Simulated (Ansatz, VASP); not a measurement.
## InP: VASP beside Ansatz

```
In P
1.0
     0.00000    2.83584    2.83584
     2.83584    0.00000    2.83584
     2.83584    2.83584    0.00000
In P
1 1
Direct
  0.00000 0.00000 0.00000
  0.50000 0.50000 0.50000
```

Change from the starting cell: volume scaled by 0.98.

Alike in both runs: task single point; functional PBE; k mesh 11 × 11 × 11; occupations fermi-dirac, width 0.03 eV; no spin polarisation.

|  | VASP | Ansatz |
| --- | --- | --- |
| version | VASP 6.6.1 | Ansatz 0.2.0 |
| potentials or method | VASP PAW PBE potentials, release 64 (In_d, P), cutoff 520 eV | all-electron LAPW, scalar-relativistic |

```tsv
	VASP	Ansatz	Ansatz less VASP
pressure (GPa)	-4.4	-4.4	+0.03
```

Ansatz ran all-electron here, and VASP with PAW potentials.
